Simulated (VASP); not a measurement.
# Si (Fd-3m) in VASP: settings compared

Si is run at these levels: b88 exchange, pbe correlation; tasks: single point.

All numbers are computed with VASP 6.6.1; they aren't measurements. Logs are shortened: lines on timing, memory, paths and dates and some standing lists are left out, and cuts for length are marked.

## (1) The cell of the first run

It takes space group Fd-3m (No. 227, cubic). The conventional cell has a = 5.407 Å, b = 5.407 Å, c = 5.407 Å, α = 90.00°, β = 90.00°, γ = 90.00°. Within 3.1 Å of Si (site symmetry -43m) lie 4 Si at 2.34 Å.

## (2) Single point, b88 exchange, pbe correlation

INCAR

```
SYSTEM = Si
  PREC = Accurate
  ENCUT = 500
  EDIFF = 1E-6
  ISMEAR = -1
  SIGMA = 0.05
  LREAL = .False.
  LASPH = .True.
  NELM = 120
  ALGO = Normal
  ISIF = 2
  LWAVE = .False.
  LCHARG = .False.
  GGA = LIBXC
  LIBXC1 = GGA_X_B88
  LIBXC2 = GGA_C_PBE
  NBANDS = 11
  GGA_COMPAT = .False.
```

KPOINTS

```
regular mesh
0
Gamma
  8 8 8
  0 0 0
```

POSCAR

```
Si
1.0
    0.0000000000      2.7035831784      2.7035831784
    2.7035831784      0.0000000000      2.7035831784
    2.7035831784      2.7035831784      0.0000000000
Si
2
Direct
    0.5000000000      0.5000000000      0.5000000000
    0.7500000000      0.7500000000      0.7500000000
```

Potentials or basis: VASP PAW PBE potentials, release 64 (Si).

Launch:

```bash
$ cat potpaw_PBE.64/Si/POTCAR > POTCAR
$ mpirun -np 1 vasp_std > vasp.out
```

OUTCAR:

```text
SYSTEM = Si
   PREC = Accurate
   ENCUT = 500
   EDIFF = 1E-6
   ISMEAR = -1
   LREAL = .False.
   LASPH = .True.
   NELM = 120
   ISIF = 2
   GGA = LIBXC

 ion  position               nearest neighbor table
   1  0.500  0.500  0.500-   2 2.34   2 2.34   2 2.34   2 2.34
   2  0.750  0.750  0.750-   1 2.34   1 2.34   1 2.34   1 2.34

  LATTYP: Found a face centered cubic cell.
 ALAT       =     5.4071663568

  Lattice vectors:

 A1 = (   0.0000000000,   2.7035831784,   2.7035831784)
 A2 = (   2.7035831784,   0.0000000000,   2.7035831784)
 A3 = (   2.7035831784,   2.7035831784,   0.0000000000)

Analysis of symmetry for initial positions (statically):
=====================================================================
 Subroutine PRICEL returns:
 Original cell was already a primitive cell.

 Routine SETGRP: Setting up the symmetry group for a
 face centered cubic supercell.

 Subroutine GETGRP returns: Found 48 space group operations
 (whereof 24 operations were pure point group operations)
 out of a pool of 48 trial point group operations.

The static configuration has the point symmetry T_d .
 The point group associated with its full space group is O_h .

Analysis of symmetry for dynamics (positions and initial velocities):
=====================================================================
 Subroutine PRICEL returns:
 Original cell was already a primitive cell.

 Routine SETGRP: Setting up the symmetry group for a
 face centered cubic supercell.

 Subroutine GETGRP returns: Found 48 space group operations
 (whereof 24 operations were pure point group operations)
 out of a pool of 48 trial point group operations.

The dynamic configuration has the point symmetry T_d .
 The point group associated with its full space group is O_h .

 Subroutine INISYM returns: Found 48 space group operations
 (whereof 24 operations are pure point group operations),
 and found     1 'primitive' translations

----------------------------------------------------------------------------------------

                                     Primitive cell

  volume of cell :      39.5229

  direct lattice vectors                    reciprocal lattice vectors
     0.000000000  2.703583178  2.703583178    -0.184939751  0.184939751  0.184939751
     2.703583178  0.000000000  2.703583178     0.184939751 -0.184939751  0.184939751
     2.703583178  2.703583178  0.000000000     0.184939751  0.184939751 -0.184939751

  length of vectors
     3.823443998  3.823443998  3.823443998     0.320325045  0.320325045  0.320325045

  position of ions in fractional coordinates (direct lattice)
     0.500000000  0.500000000  0.500000000
     0.750000000  0.750000000  0.750000000

  ion indices of the primitive-cell ions
   primitive index   ion index
                 1           1
                 2           2

----------------------------------------------------------------------------------------

 KPOINTS: regular mesh

Automatic generation of k-mesh.
 Grid dimensions read from file:
 generate k-points for:    8    8    8

 Generating k-lattice:

  Cartesian coordinates                     Fractional coordinates (reciprocal lattice)
    -0.023117469  0.023117469  0.023117469     0.125000000  0.000000000  0.000000000
     0.023117469 -0.023117469  0.023117469     0.000000000  0.125000000  0.000000000
     0.023117469  0.023117469 -0.023117469     0.000000000  0.000000000  0.125000000

  Length of vectors
     0.040040631  0.040040631  0.040040631

  Shift w.r.t. Gamma in fractional coordinates (k-lattice)
     0.000000000  0.000000000  0.000000000

 Subroutine IBZKPT returns following result:
 ===========================================

 Found     29 irreducible k-points:

 Following reciprocal coordinates:
            Coordinates               Weight
  0.000000  0.000000  0.000000      1.000000
  0.125000  0.000000  0.000000      8.000000
  0.250000  0.000000  0.000000      8.000000
  0.375000  0.000000  0.000000      8.000000
  0.500000  0.000000  0.000000      4.000000
  0.125000  0.125000  0.000000      6.000000
[... 16 lines left out ...]
  0.500000  0.250000  0.125000     48.000000
 -0.375000  0.250000  0.125000     24.000000
 [... further k-points ...]
   k-points           NKPTS =     29   k-points in BZ     NKDIM =     29   number of bands    NBANDS=     11
   number of dos      NEDOS =    301   number of ions     NIONS =      2
   total plane-waves  NPLWV =  21952
   dimension x,y,z NGX =    28 NGY =   28 NGZ =   28
   dimension x,y,z NGXF=    56 NGYF=   56 NGZF=   56
   ions per type =               2
   NGX,Y,Z   is equivalent  to a cutoff of  12.17, 12.17, 12.17 a.u.
   NGXF,Y,Z  is equivalent  to a cutoff of  24.35, 24.35, 24.35 a.u.
 SYSTEM =  Si
   PREC   = accura    normal or accurate (medium, high low for compatibility)
   ISTART =      0    job   : 0-new  1-cont  2-samecut
   ICHARG =      2    charge: 1-file 2-atom 10-const
   ISPIN  =      1    spin polarized calculation?
   LNONCOLLINEAR =      F non collinear calculations
   LSORBIT =      F    spin-orbit coupling
   LASPH  =      T    aspherical Exc in radial PAW
   ENCUT  =  500.0 eV  36.75 Ry    6.06 a.u.   6.97  6.97  6.97*2*pi/ulx,y,z
   NELM   =    120;   NELMIN=  2; NELMDL= -5     # of ELM steps
   EDIFF  = 0.1E-05   stopping-criterion for ELM
   LREAL  =      F    real-space projection
   EDIFFG = 0.1E-04   stopping-criterion for IOM
   NSW    =      0    number of steps for IOM
   IBRION =     -1    ionic relax: 0-MD 1-quasi-New 2-CG
   NFREE  =      0    steps in history (QN), initial steepest desc. (CG)
   ISIF   =      2    stress and relaxation
   ISYM   =      2    0-nonsym 1-usesym 2-fastsym
   POTIM  = 0.5000    time-step for ionic-motion
   TEBEG  =    0.0;   TEEND  =   0.0 temperature during run
   PSTRESS=    0.0 pullay stress
   NELECT =       8.0000    total number of electrons
   NUPDOWN=      -1.0000    fix difference up-down
   EMIN   =  10.00;   EMAX   =-10.00  energy-range for DOS
   EFERMI =   0.00;   METHOD = LEGACY
   ISMEAR =    -1;   SIGMA  =   0.05  broadening in eV -4-tet -1-fermi 0-gaus
   EFERMI_NEDOS =   21; number of points for ismear=-14 and -15
   IALGO  =     38    algorithm
   IMIX   =      4    mixing-type and parameters
     AMIX     =   0.40;   BMIX     =  1.00
     AMIX_MAG =   1.60;   BMIX_MAG =  1.00
  volume/ion in A,a.u.               =      19.76       133.36
  Fermi-wavevector in a.u.,A,eV,Ry     =   0.961218  1.816438 12.570960  0.923939
  Thomas-Fermi vector in A             =   2.090570
   LORBIT       =      0    0 simple, 1 ext, 2 COOP (PROOUT), +10 PAW based schemes
   GGA     = LIBXC    functional components
   LHFCALC =     F    Hartree Fock is set to
   AEXX    =    0.0000 exact exchange contribution
   IVDW    =     0    specifies the selected vdW correction
   LEPSILON=     F    determine dielectric tensor
   LRPA    =     F    only Hartree local field effects (RPA)
 non-spin polarized calculation
  energy-cutoff  :      500.00
  volume of cell :       39.52
 maximum number of plane-waves:      1018
   NGX = 13   NGY = 13   NGZ = 13

 number of electron       8.0000001 magnetization

 Free energy of the ion-electron system (eV)
  ---------------------------------------------------
  ext. energy  EPLUGINS =         0.00000000
  ---------------------------------------------------
  free energy    TOTEN  =       -10.71846701 eV

  energy without entropy =      -10.71843395  energy(sigma->0) =      -10.71845048

 E-fermi :   6.2120     XC(G=0):  -9.4868

 val. band max:        5.9335393425   @ k =   0.0000   0.0000   0.0000
 cond. band min:       6.5323725820   @ k =   0.3750   0.3750   0.0000
 fundamental gap:      0.5988332394
 Fermi energy:         6.2120317022

 k-point     1 :       0.0000    0.0000    0.0000
  band No.  band energies     occupation
      1      -6.1044      2.00000
      2       5.9335      1.99241
      3       5.9335      1.99241
      4       5.9335      1.99241
      5       8.5168      0.00000
      6       8.5168      0.00000
      7       8.5168      0.00000
      8       9.4673      0.00000
      9      13.6748      0.00000
     10      13.6748      0.00000
     11      13.9270      0.00000

 k-point     2 :       0.1250    0.0000    0.0000
  band No.  band energies     occupation
      1      -5.8980      2.00000
      2       4.3363      2.00000
      3       5.6428      1.99998
      4       5.6428      1.99998
      5       8.4836      0.00000
      6       8.9450      0.00000
      7       8.9450      0.00000
      8      10.7750      0.00000
      9      13.1848      0.00000
     10      13.1848      0.00000
     11      14.7233      0.00000

 k-point     3 :       0.2500    0.0000    0.0000
  band No.  band energies     occupation
      1      -5.2954      2.00000
      2       1.9912      2.00000
      3       5.1696      2.00000
      4       5.1696      2.00000
      5       8.0167      0.00000
      6       9.4616      0.00000
      7       9.4616      0.00000
      8      12.9653      0.00000
      9      13.1425      0.00000
     10      13.1425      0.00000
     11      14.9640      0.00000

 k-point     4 :       0.3750    0.0000    0.0000
  band No.  band energies     occupation
      1      -4.3895      2.00000
      2      -0.0497      2.00000
      3       4.8413      2.00000
      4       4.8413      2.00000
      5       7.6534      0.00000
      6       9.3942      0.00000
      7       9.3942      0.00000
      8      13.8390      0.00000
      9      14.5488      0.00000
     10      14.5488      0.00000
     11      15.7349      0.00000
[... 239 lines left out ...]
 k-point    22 :       0.3750    0.2500    0.1250
  band No.  band energies     occupation
      1      -4.7596      2.00000
      2       1.6422      2.00000
      3       3.1921      2.00000
      4       4.4963      2.00000
      5       8.3913      0.00000
      6       9.8932      0.00000
      7      10.1258      0.00000
      8      11.4786      0.00000
      9      13.7790      0.00000
     10      16.2918      0.00000
     11      17.0979      0.00000

 k-point    23 :       0.5000    0.2500    0.1250
  band No.  band energies     occupation
      1      -3.8595      2.00000
      2       0.0710      2.00000
      3       2.5825      2.00000
      4       3.9869      2.00000
      5       8.8243      0.00000
      6       9.5093      0.00000
      7      10.9851      0.00000
      8      11.9111      0.00000
      9      15.0162      0.00000
     10      15.7379      0.00000
     11      17.9953      0.00000

 k-point    24 :      -0.3750    0.2500    0.1250
  band No.  band energies     occupation
      1      -3.1954      2.00000
      2      -0.8901      2.00000
      3       2.4555      2.00000
      4       3.7534      2.00000
      5       9.0364      0.00000
      6       9.0599      0.00000
      7      11.8903      0.00000
      8      13.0848      0.00000
      9      13.3951      0.00000
     10      16.5610      0.00000
     11      17.7309      0.00000

 [... further k-points ...]
[... 5 lines left out ...]
  --------------------------------------------------------------------------------------
  -------------------------------------------------------------------------------------
  Total        0.8094746      0.8094746      0.8094746     -0.0000000      0.0000000     -0.0000000
  in kB       32.8144096     32.8144096     32.8144096     -0.0000000      0.0000000     -0.0000000
  external PRESSURE =      32.8144096 kB  Pullay stress =       0.0000000 kB

 VOLUME and BASIS-vectors are now :
 -----------------------------------------------------------------------------
  energy-cutoff  :      500.00
  volume of cell :       39.52
      direct lattice vectors                 reciprocal lattice vectors
     0.000000000  2.703583178  2.703583178    -0.184939751  0.184939751  0.184939751
     2.703583178  0.000000000  2.703583178     0.184939751 -0.184939751  0.184939751
     2.703583178  2.703583178  0.000000000     0.184939751  0.184939751 -0.184939751

 POSITION                                       TOTAL-FORCE (eV/Angst)
 -----------------------------------------------------------------------------------
      2.70358      2.70358      2.70358         0.000000      0.000000      0.000000
      4.05537      4.05537      4.05537        -0.000000     -0.000000     -0.000000
 -----------------------------------------------------------------------------------
    total drift:                                0.000000      0.000000     -0.000000

  FREE ENERGIE OF THE ION-ELECTRON SYSTEM (eV)
  ---------------------------------------------------
  free  energy   TOTEN  =       -10.7184670131 eV

  energy  without entropy=      -10.7184339517  energy(sigma->0) =      -10.71845048
```

Wall time 16 s (1 thread of AMD EPYC 7R43 (Zen 3), shared host); peak memory 0.1 GiB.

Results:

- Free energy: -10.7185 eV
- Pressure: 3.3 GPa
- Band gap on the k mesh: 0.60 eV (least direct gap 2.58 eV)

Caveat: the cell stands under pressure; the PAW data sets were made with another functional, which shifts forces and pressure a little. A k mesh can miss the band edges.

## (3) Single point, b88 exchange, pbe correlation

This run uses another cell than the first one, of 20.16 Å³/atom.

INCAR

```
SYSTEM = Si
  PREC = Accurate
  ENCUT = 500
  EDIFF = 1E-6
  ISMEAR = -1
  SIGMA = 0.05
  LREAL = .FALSE.
  LASPH = .TRUE.
  NELM = 120
  ALGO = Normal
  ISIF = 2
  LWAVE = .FALSE.
  LCHARG = .FALSE.
  GGA = LIBXC
  LIBXC1 = GGA_X_B88
  LIBXC2 = GGA_C_PBE
  NBANDS = 11
  GGA_COMPAT = .FALSE.
```

KPOINTS

```
Automatic mesh
0
G
  8 8 8
  0 0 0
```

POSCAR

```
Si
1.0
    0.0000000000      2.7218511865      2.7218511865
    2.7218511865      0.0000000000      2.7218511865
    2.7218511865      2.7218511865      0.0000000000
Si
2
Direct
    0.5000000000      0.5000000000      0.5000000000
    0.7500000000      0.7500000000      0.7500000000
```

Potentials or basis: VASP PAW PBE potentials, release 64 (Si).

Launch:

```bash
$ cat potpaw_PBE.64/Si/POTCAR > POTCAR
$ mpirun -np 1 vasp_std > vasp.out
```

OUTCAR:

```text
SYSTEM = Si
   PREC = Accurate
   ENCUT = 500
   EDIFF = 1E-6
   ISMEAR = -1
   LREAL = .FALSE.
   LASPH = .TRUE.
   NELM = 120
   ISIF = 2
   GGA = LIBXC

 ion  position               nearest neighbor table
   1  0.500  0.500  0.500-   2 2.36   2 2.36   2 2.36   2 2.36
   2  0.750  0.750  0.750-   1 2.36   1 2.36   1 2.36   1 2.36

  LATTYP: Found a face centered cubic cell.
 ALAT       =     5.4437023730

  Lattice vectors:

 A1 = (   0.0000000000,   2.7218511865,   2.7218511865)
 A2 = (   2.7218511865,   0.0000000000,   2.7218511865)
 A3 = (   2.7218511865,   2.7218511865,   0.0000000000)

Analysis of symmetry for initial positions (statically):
=====================================================================
 Subroutine PRICEL returns:
 Original cell was already a primitive cell.

 Routine SETGRP: Setting up the symmetry group for a
 face centered cubic supercell.

 Subroutine GETGRP returns: Found 48 space group operations
 (whereof 24 operations were pure point group operations)
 out of a pool of 48 trial point group operations.

The static configuration has the point symmetry T_d .
[... 173 lines left out ...]
      3       5.7287      1.99460
      4       5.7287      1.99460
      5       8.3033      0.00000
      6       8.3033      0.00000
      7       8.3033      0.00000
      8       9.0284      0.00000
      9      13.4592      0.00000
     10      13.4592      0.00000
     11      13.6414      0.00000
[... 309 lines left out ...]
 k-point    24 :      -0.3750    0.2500    0.1250
  band No.  band energies     occupation
      1      -3.3212      2.00000
      2      -1.0207      2.00000
      3       2.3076      2.00000
      4       3.5930      2.00000
      5       8.7885      0.00000
      6       8.8690      0.00000
      7      11.6242      0.00000
      8      12.8277      0.00000
      9      13.1025      0.00000
     10      16.2845      0.00000
     11      17.3815      0.00000

 [... further k-points ...]

------------------------ aborting loop because EDIFF is reached ----------------------------------------

  FORCE on cell =-STRESS in cart. coord.  units (eV):
  Direction    XX          YY          ZZ          XY          YZ          ZX
  --------------------------------------------------------------------------------------
  -------------------------------------------------------------------------------------
  Total        0.3243947      0.3243947      0.3243947     -0.0000000      0.0000000     -0.0000000
  in kB       12.8872792     12.8872792     12.8872792     -0.0000000      0.0000000     -0.0000000
  external PRESSURE =      12.8872792 kB  Pullay stress =       0.0000000 kB

 VOLUME and BASIS-vectors are now :
 -----------------------------------------------------------------------------
  energy-cutoff  :      500.00
  volume of cell :       40.33
      direct lattice vectors                 reciprocal lattice vectors
     0.000000000  2.721851186  2.721851186    -0.183698507  0.183698507  0.183698507
     2.721851186  0.000000000  2.721851186     0.183698507 -0.183698507  0.183698507
     2.721851186  2.721851186  0.000000000     0.183698507  0.183698507 -0.183698507

 POSITION                                       TOTAL-FORCE (eV/Angst)
 -----------------------------------------------------------------------------------
      2.72185      2.72185      2.72185         0.000000     -0.000000      0.000000
      4.08278      4.08278      4.08278        -0.000000      0.000000     -0.000000
 -----------------------------------------------------------------------------------
    total drift:                                0.000000      0.000000     -0.000000

  FREE ENERGIE OF THE ION-ELECTRON SYSTEM (eV)
  ---------------------------------------------------
  free  energy   TOTEN  =       -10.7299078828 eV

  energy  without entropy=      -10.7298832221  energy(sigma->0) =      -10.72989555
```

stdout:

```text
POSCAR found type information on POSCAR Si
 POSCAR found :  1 types and       2 ions
 scaLAPACK will be used
 -----------------------------------------------------------------------------
|                                                                             |
|                                                                             |
|     You enforced a specific xc type in the INCAR file but a different       |
|     I HOPE YOU KNOW WHAT YOU ARE DOING!                                     |
|                                                                             |
 -----------------------------------------------------------------------------

 LDA part: xc-table for (None,None), standard interpolation
 POSCAR, INCAR and KPOINTS ok, starting setup
 FFT: planning ... GRIDC
 FFT: planning ... GRID_SOFT
 FFT: planning ... GRID
 WAVECAR not read
 entering main loop
```

Wall time 16 s (1 thread of AMD EPYC 7R43 (Zen 3), shared host); peak memory 0.11 GiB.

What came out:

* Free energy: -10.7299 eV
* Pressure: 1.3 GPa
* Band gap on the k mesh: 0.63 eV (least direct gap 2.57 eV)

Caveat: the PAW data sets were made with another functional, which shifts forces and pressure a little. A k mesh can miss the band edges.
